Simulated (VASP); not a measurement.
AlCu:

```
CELL_PARAMETERS angstrom
2.99751 0.00000 0.00000
0.00000 2.99751 0.00000
0.00000 0.00000 2.99751
ATOMIC_POSITIONS crystal
Al 0.00000 0.00000 0.00000
Cu 0.50000 0.50000 0.50000
```

- Program: VASP 6.6.1
- Task: relaxation of cell and atoms
- Functional: PBEsol
- Potentials or basis: VASP PAW PBE potentials, release 64 (Al, Cu)
- Cutoff: 600 eV
- k mesh: 8 × 8 × 8
- Occupations: gaussian, width 0.1 eV
- Spin: no spin polarisation

At the start: pressure -4.3 GPa; volume 13.47 Å³/atom.

Task: Where does the relaxation end?

Result: Over 3 steps the energy falls by 7.1 meV/atom and the volume is 12.97 Å³/atom (-3.7 %); space group Pm-3m (No. 221, to 0.05 Å).

The path:
| step | energy change (eV) | largest force (eV/Å) | pressure (GPa) | volume (Å³) |
| --- | --- | --- | --- | --- |
| 1 | 0.0000 | 0.0000 | -4.33 | 26.93 |
| 2 | -0.0115 | 0.0000 | 2.16 | 25.54 |
| 3 | -0.0142 | 0.0000 | 0.04 | 25.94 |

Final structure:
```
Al Cu
1.0
     2.96020    0.00000    0.00000
     0.00000    2.96020    0.00000
     0.00000    0.00000    2.96020
Al Cu
1 1
Direct
  0.00000 0.00000 0.00000
  0.50000 0.50000 0.50000
```

Caveat: the PAW data sets were made with another functional, which shifts forces and pressure a little.
